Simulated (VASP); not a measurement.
# Al2GaAs3 (P3m1) in VASP: single point with PBE

Aim: the single point of Al2GaAs3 with PBE.

Program: VASP 6.6.1. These are calculated values, not measurements. Logs are shortened: lines on timing, memory, paths and dates and some standing lists are left out, and cuts for length are marked.

## (1) The cell of the first run

It takes space group P3m1 (No. 156, trigonal). The conventional cell has a = 4.014 Å, b = 4.014 Å, c = 9.820 Å, α = 90.00°, β = 90.00°, γ = 120.00°. Within 3.2 Å of Al (site symmetry 3m) lie 4 As at 2.46 Å. Within 3.2 Å of Al (site symmetry 3m) lie 4 As at 2.45 to 2.46 Å. Within 3.2 Å of Ga (site symmetry 3m) lie 4 As at 2.46 Å. As (site symmetry 3m) has 4 Al at 2.46 Å within 3.2 Å. As (site symmetry 3m) has 3 Al at 2.45 Å and 1 Ga at 2.46 Å within 3.2 Å. Within 3.2 Å of As (site symmetry 3m) lie 1 Al at 2.46 Å and 3 Ga at 2.46 Å.

## (2) Single point, PBE, non-collinear spin, zero start, spin-orbit coupling

INCAR

```
SYSTEM = Al2GaAs3
PREC = Accurate ; ENCUT = 500
EDIFF = 1E-6 ; ISMEAR = -1
SIGMA = 0.02 ; LREAL = .FALSE.
LASPH = .TRUE. ; NELM = 200
ALGO = Normal ; ISIF = 2
LWAVE = .FALSE. ; LCHARG = .TRUE.
MAGMOM = 0 0 0 0 0 0 0 0 0 0 0 0 0 0 0 0 0 0 ; LORBIT = 11
LSORBIT = .TRUE. ; GGA_COMPAT = .FALSE.
LORBMOM = .TRUE. ; GGA = PE
LVHAR = .TRUE. ; NBANDS = 50
KPAR = 4
```

KPOINTS

```
Automatic mesh
0
G
  12 12 4
  0 0 0
```

POSCAR

```
Al2GaAs3
1.0
    4.0144160066      0.0000000000      0.0000000000
   -2.0072080033      3.4765862431      0.0000000000
    0.0000000000      0.0000000000      9.8195723058
Al Ga As
2 1 3
Direct
    0.0000000000      0.0000000000     -0.0001912993
    0.6666666667      0.3333333333      0.6661112577
    0.3333333333      0.6666666667      0.3337193875
    0.6666666667      0.3333333333      0.9167200139
    0.3333333333      0.6666666667      0.5837413677
    0.0000000000      0.0000000000      0.2498992724
```

Potentials or basis: VASP PAW PBE potentials, release 64 (Al, Ga_d, As).

Launch:

```sh
cat potpaw_PBE.64/Al/POTCAR potpaw_PBE.64/Ga_d/POTCAR potpaw_PBE.64/As/POTCAR > POTCAR
mpirun -np 4 vasp_ncl > vasp.out
```

OUTCAR:

```text
SYSTEM = Al2GaAs3
   PREC = Accurate
   ENCUT = 500
   EDIFF = 1E-6
   ISMEAR = -1
   LREAL = .FALSE.
   LASPH = .TRUE.
   NELM = 200
   ISIF = 2
   LORBIT = 11
   LSORBIT = .TRUE.
   GGA = PE

 ion  position               nearest neighbor table
   1  0.000  0.000  1.000-   6 2.46   4 2.46   4 2.46   4 2.46
   2  0.667  0.333  0.666-   5 2.45   5 2.45   5 2.45   4 2.46
   3  0.333  0.667  0.334-   5 2.46   6 2.46   6 2.46   6 2.46
   4  0.667  0.333  0.917-   1 2.46   1 2.46   1 2.46   2 2.46
   5  0.333  0.667  0.584-   2 2.45   2 2.45   2 2.45   3 2.46
   6  0.000  0.000  0.250-   1 2.46   3 2.46   3 2.46   3 2.46

  LATTYP: Found a hexagonal cell.
 ALAT       =     4.0144160066
 C/A-ratio  =     2.4460774094

  Lattice vectors:

 A1 = (   4.0144160066,   0.0000000000,   0.0000000000)
 A2 = (  -2.0072080033,   3.4765862431,   0.0000000000)
 A3 = (   0.0000000000,   0.0000000000,   9.8195723058)

Analysis of symmetry for initial positions (statically):
=====================================================================
 Subroutine PRICEL returns:
 Original cell was already a primitive cell.

 Routine SETGRP: Setting up the symmetry group for a
 hexagonal supercell.

 Subroutine GETGRP returns: Found  6 space group operations
 (whereof  6 operations were pure point group operations)
 out of a pool of 24 trial point group operations.

The static configuration has the point symmetry C_3v.

Analysis of symmetry for dynamics (positions and initial velocities):
=====================================================================
 Subroutine PRICEL returns:
 Original cell was already a primitive cell.

 Routine SETGRP: Setting up the symmetry group for a
 hexagonal supercell.

 Subroutine GETGRP returns: Found  6 space group operations
 (whereof  6 operations were pure point group operations)
 out of a pool of 24 trial point group operations.

The dynamic configuration has the point symmetry C_3v.

Analysis of structural, dynamic, and magnetic symmetry:
=====================================================================
 Subroutine PRICEL returns:
 Original cell was already a primitive cell.

 Routine SETGRP: Setting up the symmetry group for a
 hexagonal supercell.

 Subroutine GETGRP returns: Found  6 space group operations
 (whereof  6 operations were pure point group operations)
 out of a pool of 24 trial point group operations.

The overall configuration has the point symmetry C_3v.

 Subroutine INISYM returns: Found  6 space group operations
 (whereof  6 operations are pure point group operations),
 and found     1 'primitive' translations

----------------------------------------------------------------------------------------

                                     Primitive cell

  volume of cell :     137.0465

  direct lattice vectors                    reciprocal lattice vectors
     4.014416007  0.000000000  0.000000000     0.249102235  0.143819243  0.000000000
    -2.007208003  3.476586243  0.000000000     0.000000000  0.287638485  0.000000000
     0.000000000  0.000000000  9.819572306     0.000000000  0.000000000  0.101837429

  length of vectors
     4.014416007  4.014416007  9.819572306     0.287638485  0.287638485  0.101837429

  position of ions in fractional coordinates (direct lattice)
     0.000000000  0.000000000  0.999808701
     0.666666667  0.333333333  0.666111258
     0.333333333  0.666666667  0.333719387
     0.666666667  0.333333333  0.916720014
     0.333333333  0.666666667  0.583741368
     0.000000000  0.000000000  0.249899272

  ion indices of the primitive-cell ions
   primitive index   ion index
                 1           1
                 2           2
                 3           3
                 4           4
                 5           5
                 6           6

----------------------------------------------------------------------------------------

 KPOINTS: Automatic mesh

Automatic generation of k-mesh.
[... 132 lines left out ...]
      5     -10.5027      1.00000
      6     -10.5027      1.00000
[... 1165 lines left out ...]
     45       8.6336      0.00000
     46       8.6584      0.00000

 [... further k-points ...]

 [bands above 46 left out]

------------------------ aborting loop because EDIFF is reached ----------------------------------------

  FORCE on cell =-STRESS in cart. coord.  units (eV):
  Direction    XX          YY          ZZ          XY          YZ          ZX
  --------------------------------------------------------------------------------------
  -------------------------------------------------------------------------------------
  Total        1.9906363      1.9906363      2.1036443      0.0000000     -0.0000000      0.0000000
  in kB       23.2720451     23.2720451     24.5931936      0.0000000     -0.0000000      0.0000000
  external PRESSURE =      23.7124280 kB  Pullay stress =       0.0000000 kB

 VOLUME and BASIS-vectors are now :
 -----------------------------------------------------------------------------
  energy-cutoff  :      500.00
  volume of cell :      137.05
      direct lattice vectors                 reciprocal lattice vectors
     4.014416007  0.000000000  0.000000000     0.249102235  0.143819243  0.000000000
    -2.007208003  3.476586243  0.000000000     0.000000000  0.287638485  0.000000000
     0.000000000  0.000000000  9.819572306     0.000000000  0.000000000  0.101837429

 POSITION                                       TOTAL-FORCE (eV/Angst)
 -----------------------------------------------------------------------------------
      0.00000      0.00000      9.81769        -0.000000      0.000000     -0.001975
      2.00721      1.15886      6.54093        -0.000000      0.000000      0.017880
     -0.00000      2.31772      3.27698         0.000000      0.000000     -0.019445
      2.00721      1.15886      9.00180        -0.000000     -0.000000     -0.003102
     -0.00000      2.31772      5.73209         0.000000     -0.000000      0.053587
      0.00000      0.00000      2.45390         0.000000     -0.000000     -0.046944
 -----------------------------------------------------------------------------------
    total drift:                               -0.000000      0.000000     -0.000363

  FREE ENERGIE OF THE ION-ELECTRON SYSTEM (eV)
  ---------------------------------------------------
  free  energy   TOTEN  =       -27.0495920916 eV

  energy  without entropy=      -27.0495920916  energy(sigma->0) =      -27.04959209

 orbital moment (x)

 # of ion     p       d       tot
 ----------------------------------------
  1         0.000   0.000   0.000
  2         0.000   0.000   0.000
  3         0.000   0.000   0.000
  4         0.000  -0.000  -0.000
  5         0.000   0.000   0.000
  6         0.000  -0.000  -0.000
 ----------------------------------------
            0.000   0.000   0.000

 orbital moment (y)

 # of ion     p       d       tot
 ----------------------------------------
  1        -0.000   0.000  -0.000
  2        -0.000   0.000  -0.000
  3        -0.000  -0.000  -0.000
  4         0.000   0.000   0.000
  5         0.000   0.000   0.000
  6        -0.000   0.000   0.000
 ----------------------------------------
           -0.000  -0.000  -0.000

 orbital moment (z)

 # of ion     p       d       tot
 ----------------------------------------
  1         0.000   0.000   0.000
  2         0.000   0.000   0.000
  3         0.000   0.000   0.000
  4        -0.000  -0.000  -0.000
  5         0.000  -0.000  -0.000
  6         0.000   0.000   0.000
 ----------------------------------------
            0.000   0.000   0.000

 Spin-Orbit-Coupling matrix elements

 Ion:    1  E_soc:     -0.0001882
 l=   1
     0.0000000    -0.0000314    -0.0000313
    -0.0000314     0.0000000    -0.0000314
    -0.0000313    -0.0000314     0.0000000
 l=   2
     0.0000000     0.0000000     0.0000000     0.0000000     0.0000000
     0.0000000     0.0000000     0.0000000     0.0000000     0.0000000
     0.0000000     0.0000000     0.0000000     0.0000000     0.0000000
     0.0000000     0.0000000     0.0000000     0.0000000     0.0000000
     0.0000000     0.0000000     0.0000000     0.0000000     0.0000000
 l=   3
     0.0000000     0.0000000     0.0000000     0.0000000     0.0000000     0.0000000     0.0000000
     0.0000000     0.0000000     0.0000000     0.0000000     0.0000000     0.0000000     0.0000000
     0.0000000     0.0000000     0.0000000     0.0000000     0.0000000     0.0000000     0.0000000
     0.0000000     0.0000000     0.0000000     0.0000000     0.0000000     0.0000000     0.0000000
[... 89 lines left out ...]
 l=   2
     0.0000000    -0.0000009     0.0000000    -0.0000009    -0.0000071
    -0.0000009     0.0000000    -0.0000061     0.0000001    -0.0000009
     0.0000000    -0.0000061     0.0000000    -0.0000061     0.0000000
    -0.0000009     0.0000001    -0.0000061     0.0000000    -0.0000009
    -0.0000071    -0.0000009     0.0000000    -0.0000009     0.0000000
 l=   3
     0.0000000     0.0000000     0.0000000     0.0000000     0.0000000     0.0000000     0.0000000
     0.0000000     0.0000000     0.0000000     0.0000000     0.0000000     0.0000000     0.0000000
     0.0000000     0.0000000     0.0000000     0.0000000     0.0000000     0.0000000     0.0000000
     0.0000000     0.0000000     0.0000000     0.0000000     0.0000000     0.0000000     0.0000000
     0.0000000     0.0000000     0.0000000     0.0000000     0.0000000     0.0000000     0.0000000
     0.0000000     0.0000000     0.0000000     0.0000000     0.0000000     0.0000000     0.0000000
     0.0000000     0.0000000     0.0000000     0.0000000     0.0000000     0.0000000     0.0000000

 total charge

# of ion       s       p       d       tot
------------------------------------------
    1        0.406   0.368   0.000   0.774
    2        0.406   0.368   0.000   0.774
    3        0.879   0.785   9.993  11.657
    4        1.194   1.679   0.024   2.897
    5        1.197   1.661   0.026   2.884
    6        1.206   1.613   0.029   2.848
--------------------------------------------------
tot          5.286   6.475  10.072  21.834

 magnetization (x)

# of ion       s       p       d       tot
------------------------------------------
    1       -0.000   0.000   0.000   0.000
    2        0.000   0.000   0.000   0.000
    3        0.000   0.000  -0.000   0.000
    4        0.000   0.000  -0.000   0.000
    5        0.000   0.000  -0.000  -0.000
    6        0.000   0.000   0.000   0.000
--------------------------------------------------
tot          0.000   0.000  -0.000   0.000

 magnetization (y)

# of ion       s       p       d       tot
------------------------------------------
    1        0.000   0.000   0.000   0.000
    2        0.000   0.000   0.000   0.000
    3        0.000   0.000   0.000   0.000
    4        0.000   0.000   0.000   0.000
    5        0.000   0.000   0.000   0.000
    6        0.000   0.000   0.000   0.000
--------------------------------------------------
tot          0.000   0.000   0.000   0.000

 magnetization (z)

# of ion       s       p       d       tot
------------------------------------------
    1        0.000   0.000   0.000   0.000
    2        0.000   0.000   0.000   0.000
    3        0.000   0.000   0.000   0.000
    4        0.000   0.000   0.000   0.000
    5       -0.000   0.000  -0.000  -0.000
    6        0.000   0.000  -0.000   0.000
--------------------------------------------------
tot          0.000   0.000  -0.000   0.000
```

Run time: 7.7 min. Hardware: 4 MPI ranks of Intel Xeon Platinum 8259CL at 2.50GHz (Skylake/Cascade Lake), shared host; peak memory 1.3 GiB.

Results:

```
Free energy                                           : -27.0496 eV
Pressure                                              : 2.4 GPa
Largest force                                         : 0.054 eV/Å
Net moment                                            : 0.00 μB per cell
Valence electrons inside the program's atomic spheres : Al 0.77; Ga 11.66; As 2.90, 2.88, 2.85
```

Forces on the atoms (eV/Å):
```
Al   0.000  0.000 -0.002
Al   0.000  0.000  0.018
Ga   0.000  0.000 -0.019
As   0.000  0.000 -0.003
As   0.000  0.000  0.054
As   0.000  0.000 -0.047
```

Moments on the atoms (μB; x, y, z):
```
Al  0.00 0.00 0.00
Al  0.00 0.00 0.00
Ga  0.00 0.00 0.00
As  0.00 0.00 0.00
As  0.00 0.00 0.00
As  0.00 0.00 0.00
```
